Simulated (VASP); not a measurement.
A run of VASP 6.6.1:

INCAR

```
SYSTEM = TiTe2
PREC = Accurate ; ENCUT = 500
EDIFF = 1E-6 ; ISMEAR = 1
SIGMA = 0.1 ; LREAL = .False.
LASPH = .True. ; NELM = 120
ALGO = Normal ; ISIF = 2
LWAVE = .False. ; LCHARG = .False.
GGA = PE ; IVDW = 13
NBANDS = 19 ; GGA_COMPAT = .False.
```

KPOINTS

```
regular mesh
0
Gamma
  8 8 4
  0 0 0
```

File POSCAR:

```
TiTe2
1.0
    3.7770000000      0.0000000000      0.0000000000
   -1.8885000000      3.2709780000      0.0000000000
    0.0000000000      0.0000000000      6.4980000000
Ti Te
1 2
Direct
    0.0000000000      0.0000000000      0.0000000000
    0.6666666667      0.3333333333      0.2628000000
    0.3333333333      0.6666666667      0.7372000000
```

Potentials or basis: VASP PAW PBE potentials, release 64 (Ti_sv, Te).

Launch:

```sh
$ cat potpaw_PBE.64/Ti_sv/POTCAR potpaw_PBE.64/Te/POTCAR > POTCAR
$ mpirun -np 1 vasp_std > vasp.out
```

Hardware: 1 thread of Intel(R) Xeon(R) Platinum 8488C (Sapphire Rapids) (shared host).

Question: Estimate the wall time of this run.

Answer: Wall time 42 s on 1 thread of Intel(R) Xeon(R) Platinum 8488C (Sapphire Rapids), on a shared host, peak memory 0.21 GiB. Counts: scf iterations 17, k points 35.
